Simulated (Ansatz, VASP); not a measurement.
SrCl2 in VASP and in Ansatz

INCAR

```
PREC = Accurate
ENCUT = 520
EDIFF = 1E-6
ISMEAR = 0
SIGMA = 0.05
LREAL = False
LASPH = True
NELM = 60
ALGO = Normal
ISIF = 2
LWAVE = False
LCHARG = True
GGA = PE
LELF = True
LVHAR = True
NBANDS = 19
```

Contents of KPOINTS:

```
regular mesh
0
Gamma
  6 6 6
```

Contents of POSCAR:

```
SrCl2
1.0
   -0.7553572054      3.1516628226      3.1516628226
    3.1516628226     -0.7553572054      3.1516628226
    3.1516628226      3.1516628226     -0.7553572054
Sr Cl
1 2
Direct
    0.0000000000      0.0000000000      0.0000000000
    0.2500000000      0.2500000000      0.2500000000
    0.7500000000      0.7500000000      0.7500000000
```

Input for Ansatz:

```yaml
crystal:
  lattice:
    - [-0.7553572054, 3.1516628226, 3.1516628226]
    - [3.1516628226, -0.7553572054, 3.1516628226]
    - [3.1516628226, 3.1516628226, -0.7553572054]
  atoms:
    - { symbol: Sr, position: [0.0, 0.0, 0.0] }
    - { symbol: Cl, position: [0.25, 0.25, 0.25] }
    - { symbol: Cl, position: [0.75, 0.75, 0.75] }
basis:
  ecutwfc: 420
kpoints:
  mp_grid: { grid: [6, 6, 6] }
hamiltonian:
  xc: pbe
scf:
  occupations: { method: gaussian, width: 0.05 }
output:
  forces: true
  stress: true
  eigenvalues: true
```

Alike in both runs: task single point; functional PBE; k mesh 6 × 6 × 6; occupations gaussian, width 0.05 eV; no spin polarisation.

|  | VASP | Ansatz |
| --- | --- | --- |
| version | VASP 6.6.1 | Ansatz 0.2.0 |
| potentials or method | VASP PAW PBE potentials, release 64 (Sr_sv, Cl), cutoff 520 eV | scalar-relativistic, plane waves, PAW |
| valence electrons in the cell | 24 | 24 |

|  | VASP | Ansatz | Ansatz less VASP |
| --- | --- | --- | --- |
| gap on the k mesh at the Fermi level (eV) | 5.02 | 5.04 | +0.017 |
| least direct gap on the mesh (eV) | 5.03 | 5.06 | +0.021 |
| pressure (GPa) | 11.3 | 11.0 | -0.28 |
| traceless stress, the component that is largest in VASP (GPa) | 12.64 | 12.35 | -0.296 |
| rms of the force components (eV/Å) | 1.918 | 1.870 | -0.0480 |

Atom by atom the forces differ by 0.048 eV/Å (rms over components).
